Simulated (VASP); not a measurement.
# Si (Amm2) in VASP: further runs, part 3 of 3

VASP 6.6.1. Earlier steps stand in the parts before.

## 6. Single point, PBE (mode 4 frozen in at -0.256 Å and mode 7 at -0.104 Å (largest displacements))

The input, INCAR:

```
  PREC = Accurate
  ENCUT = 520
  EDIFF = 1E-6
  ISMEAR = 0
  SIGMA = 0.05
  LREAL = False
  LASPH = True
  NELM = 100
  ALGO = Normal
  ISIF = 2
  LWAVE = False
  LCHARG = True
  GGA = PE
  LELF = True
  LVHAR = True
  NBANDS = 26
```

The input, KPOINTS:

```
regular mesh
0
Gamma
  10 10 4
```

The input, POSCAR:

```
Si
1.0
    0.0000000000      0.0000000000      3.8608359371
    3.3455832253     -3.3455832253     -1.9304179686
    6.6911664507      6.6911664507      0.0000000000
Si
8
Direct
   -0.0330717012      0.0000000000      0.1786105076
    0.4789901490      0.0000000000      0.6786105076
    0.4789901490      0.0000000000      0.3213894924
   -0.0330717012      0.0000000000      0.8213894924
    0.7822269891      0.6427789847      0.0000000000
    0.4146335477      0.6427789847      0.5000000000
    0.1394480044      0.3572210153      0.0000000000
    0.7718545630      0.3572210153      0.5000000000
```

Potentials or basis: VASP PAW PBE potentials, release 64 (Si).

Run with:

```bash
$ cat potpaw_PBE.64/Si/POTCAR > POTCAR
$ mpirun -np 1 vasp_std > vasp.out
```

OUTCAR:

```text
PREC = Accurate
   ENCUT = 520
   EDIFF = 1E-6
   ISMEAR = 0
   LREAL = False
   LASPH = True
   NELM = 100
   ISIF = 2
   GGA = PE

 ion  position               nearest neighbor table
   1  0.967  0.000  0.179-   3 2.32   5 2.39   7 2.39   3 2.39
   2  0.479  0.000  0.679-   4 2.32   4 2.39   8 2.43   6 2.43
   3  0.479  0.000  0.321-   1 2.32   1 2.39   8 2.43   6 2.43
   4  0.967  0.000  0.821-   2 2.32   5 2.39   7 2.39   2 2.39
   5  0.782  0.643  0.000-   7 2.36   7 2.36   1 2.39   4 2.39
   6  0.415  0.643  0.500-   8 2.36   8 2.36   2 2.43   3 2.43
   7  0.139  0.357  0.000-   5 2.36   5 2.36   4 2.39   1 2.39
   8  0.772  0.357  0.500-   6 2.36   6 2.36   3 2.43   2 2.43

  LATTYP: Found a base centered orthorhombic cell.
 ALAT       =     3.8608359371
 B/A-ratio  =     2.4509558284
 C/A-ratio  =     2.4509558284

  Lattice vectors:

 A1 = (  -3.3455832253,   3.3455832253,   1.9304179686)
 A2 = (   3.3455832253,  -3.3455832253,   1.9304179685)
 A3 = (   6.6911664507,   6.6911664507,   0.0000000000)

Analysis of symmetry for initial positions (statically):
=====================================================================
 Subroutine PRICEL returns:
 Original cell was already a primitive cell.

 Routine SETGRP: Setting up the symmetry group for a
 base centered orthorhombic supercell.

 Subroutine GETGRP returns: Found  4 space group operations
 (whereof  4 operations were pure point group operations)
 out of a pool of  8 trial point group operations.

The static configuration has the point symmetry C_2v.

Analysis of symmetry for dynamics (positions and initial velocities):
=====================================================================
 Subroutine PRICEL returns:
 Original cell was already a primitive cell.
[... 142 lines left out ...]
  Fermi-wavevector in a.u.,A,eV,Ry     =   0.933032  1.763175 11.844531  0.870548
  Thomas-Fermi vector in A             =   2.059691
   LORBIT       =      0    0 simple, 1 ext, 2 COOP (PROOUT), +10 PAW based schemes
   GGA     = PE    functional components
   LHFCALC =     F    Hartree Fock is set to
   AEXX    =    0.0000 exact exchange contribution
   IVDW    =     0    specifies the selected vdW correction
   LEPSILON=     F    determine dielectric tensor
   LRPA    =     F    only Hartree local field effects (RPA)
 non-spin polarized calculation
 Gauss-broadening in eV      SIGMA  =   0.05
  energy-cutoff  :      520.00
  volume of cell :      172.86
 maximum number of plane-waves:      4690
 NGX is ok and might be reduce to    30
   NGX = 15   NGY = 19   NGZ = 35

 number of electron      32.0000002 magnetization

 Free energy of the ion-electron system (eV)
  ---------------------------------------------------
  ext. energy  EPLUGINS =         0.00000000
  ---------------------------------------------------
  free energy    TOTEN  =       -42.25851971 eV

  energy without entropy =      -42.25811671  energy(sigma->0) =      -42.25831821

 E-fermi :   5.3742     XC(G=0):  -9.0427

 val. band max:        5.3737136667   @ k =   0.0000   0.5000   0.0000
 cond. band min:       5.4116710853   @ k =   0.0000   0.5000   0.0000
 fundamental gap:      0.0379574186
 Fermi energy:         5.3742437779

 k-point     1 :       0.0000    0.0000    0.0000
  band No.  band energies     occupation
      1      -6.6247      2.00000
      2      -5.6242      2.00000
      3      -4.7322      2.00000
      4      -2.5136      2.00000
      5      -0.1952      2.00000
      6      -0.1817      2.00000
[... 685 lines left out ...]
     25       9.4581      0.00000
     26       9.8402      0.00000

 [... further k-points ...]

------------------------ aborting loop because EDIFF is reached ----------------------------------------

  FORCE on cell =-STRESS in cart. coord.  units (eV):
  Direction    XX          YY          ZZ          XY          YZ          ZX
  --------------------------------------------------------------------------------------
  -------------------------------------------------------------------------------------
  Total       -0.8254833     -0.8254833     -0.6483776      0.1522023     -0.0000000      0.0000000
  in kB       -7.6512758     -7.6512758     -6.0097110      1.4107394     -0.0000000      0.0000000
  external PRESSURE =      -7.1040875 kB  Pullay stress =       0.0000000 kB

 VOLUME and BASIS-vectors are now :
 -----------------------------------------------------------------------------
  energy-cutoff  :      520.00
  volume of cell :      172.86
      direct lattice vectors                 reciprocal lattice vectors
     0.000000000  0.000000000  3.860835937     0.074725387 -0.074725387  0.259011265
     3.345583225 -3.345583225 -1.930417969     0.149450773 -0.149450773  0.000000000
     6.691166451  6.691166451  0.000000000     0.074725387  0.074725387  0.000000000

 POSITION                                       TOTAL-FORCE (eV/Angst)
 -----------------------------------------------------------------------------------
      1.19511      1.19511      3.73315        -0.050758     -0.050758      0.284738
      4.54070      4.54070      1.84930        -0.239441     -0.239441      0.258185
      2.15047      2.15047      1.84930         0.239441      0.239441      0.258185
      5.49605      5.49605      3.73315         0.050758      0.050758      0.284738
      2.15047     -2.15047      1.77922        -0.002182      0.002182      0.178147
      5.49605      1.19511      0.36000         0.241598     -0.241598     -0.721070
      1.19511     -1.19511     -0.15120         0.002182     -0.002182      0.178147
      4.54070      2.15047      2.29042        -0.241598      0.241598     -0.721070
 -----------------------------------------------------------------------------------
    total drift:                               -0.000000      0.000000      0.000030

  FREE ENERGIE OF THE ION-ELECTRON SYSTEM (eV)
  ---------------------------------------------------
  free  energy   TOTEN  =       -42.2585197143 eV

  energy  without entropy=      -42.2581167107  energy(sigma->0) =      -42.25831821
```

OSZICAR:

```text
N       E                     dE             d eps       ncg     rms          rms(c)
DAV:   1     0.671020093956E+02    0.67102E+02   -0.11848E+04  4836   0.100E+03
DAV:   2    -0.375424860508E+02   -0.10464E+03   -0.96362E+02  6116   0.145E+02
DAV:   3    -0.429732337395E+02   -0.54307E+01   -0.53329E+01  6344   0.303E+01
DAV:   4    -0.430794143149E+02   -0.10618E+00   -0.10587E+00  6156   0.530E+00
DAV:   5    -0.430822100572E+02   -0.27957E-02   -0.27934E-02  6244   0.811E-01    0.931E+00
DAV:   6    -0.424920309025E+02    0.59018E+00   -0.35967E-01  5600   0.231E+00    0.562E+00
DAV:   7    -0.422531096532E+02    0.23892E+00   -0.66691E-01  5676   0.314E+00    0.470E-01
DAV:   8    -0.422562707541E+02   -0.31611E-02   -0.63560E-02  5544   0.115E+00    0.284E-01
DAV:   9    -0.422579085588E+02   -0.16378E-02   -0.37549E-03  6254   0.299E-01    0.146E-01
DAV:  10    -0.422583454104E+02   -0.43685E-03   -0.11539E-03  5438   0.142E-01    0.483E-02
DAV:  11    -0.422584982702E+02   -0.15286E-03   -0.21898E-04  5874   0.710E-02    0.278E-02
DAV:  12    -0.422585203840E+02   -0.22114E-04   -0.31592E-05  5626   0.251E-02    0.508E-03
DAV:  13    -0.422585197143E+02    0.66966E-06   -0.45218E-06  6078   0.941E-03
   1 F= -.42258520E+02 E0= -.42258318E+02  d E =-.403004E-03
```

stdout:

```text
POSCAR found type information on POSCAR Si
 POSCAR found :  1 types and       8 ions
 scaLAPACK will be used
 LDA part: xc-table for (Slater+PW92), standard interpolation
 POSCAR, INCAR and KPOINTS ok, starting setup
 FFT: planning ... GRIDC
 FFT: planning ... GRID_SOFT
 FFT: planning ... GRID
 WAVECAR not read
 entering main loop
```

It took 13 min on 1 thread of AMD EPYC 7R13, shared host; peak memory 0.42 GiB.

What came out:

```yaml
Free_energy: -42.2585 eV
Pressure: -0.7 GPa
Largest_force: 0.798 eV/Å
Band_gap_on_the_k_mesh: zero (band 16 reaches 5.41 eV, above the bottom of band 17 at 5.36 eV)
```

Forces in eV/Å, atoms in the order of the input:
```
Si  -0.051 -0.051  0.285
Si  -0.239 -0.239  0.258
Si   0.239  0.239  0.258
Si   0.051  0.051  0.285
Si  -0.002  0.002  0.178
Si   0.242 -0.242 -0.721
Si   0.002 -0.002  0.178
Si  -0.242  0.242 -0.721
```

Stress tensor (GPa, compression positive):
```
-0.77  0.14  0.00
 0.14 -0.77  0.00
 0.00  0.00 -0.60
```

Caveat: the cell differs from its parent crystal (mode 4 frozen in at -0.256 Å and mode 7 at -0.104 Å (largest displacements)).
